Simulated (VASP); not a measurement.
**In: single point with PBE**

Crystal: In.

```
In
1.0
    -1.64822    1.69734    2.52498
     1.69734   -1.64822    2.52498
     1.60436    1.60436   -2.49270
In
1
Direct
  0.00000 0.00000 0.00000
```

| Quantity | Value |
| --- | --- |
| Program | VASP 6.6.1 |
| Task | single point |
| Functional | PBE |
| Potentials or basis | VASP PAW PBE potentials, release 64 (In_d) |
| Cutoff | 520 eV |
| k mesh | 12 × 12 × 14 |
| Occupations | fermi-dirac, width 0.1 eV |
| Spin | no spin polarisation |
| Dipole correction | no |
| Further INCAR settings | ALGO = Normal; EDIFF = 1e-06; NBANDS = 12 |

```
Pressure               : 0.0 GPa
Band gap on the k mesh : zero (an odd number of electrons rules out a gap without spin polarisation)
```

Levels at points of the mesh, in eV from the Fermi level:
```
           k point  band 3  band 4  band 5  band 6  band 7  band 8  band 9  band 10
(0.00, 0.00, 0.00)  -14.53  -14.48  -14.38   -9.19    9.81   10.07   10.53    11.58
(0.50, 0.00, 0.00)  -14.52  -14.31  -14.27   -4.40   -3.19    7.43    8.87    11.21
(0.50, 0.50, 0.00)  -14.31  -14.30  -14.21   -1.95   -1.92    3.39    4.28     6.76
(0.00, 0.00, 0.50)  -14.31  -14.28  -14.21   -1.63   -1.51    3.26    3.66     6.56
(0.50, 0.00, 0.50)  -14.52  -14.31  -14.27   -4.12   -3.10    6.94    8.72    10.72
(0.50, 0.50, 0.50)  -14.29  -14.28  -14.25   -3.02   -2.50    4.60    4.73     7.97
```

Wall time 58 s on 1 thread of Intel(R) Xeon(R) 6975P-C (Granite Rapids), with other jobs on the host, peak memory 0.3 GiB.

Caveat: spin-orbit coupling is left out, which moves the levels of the heavy elements.
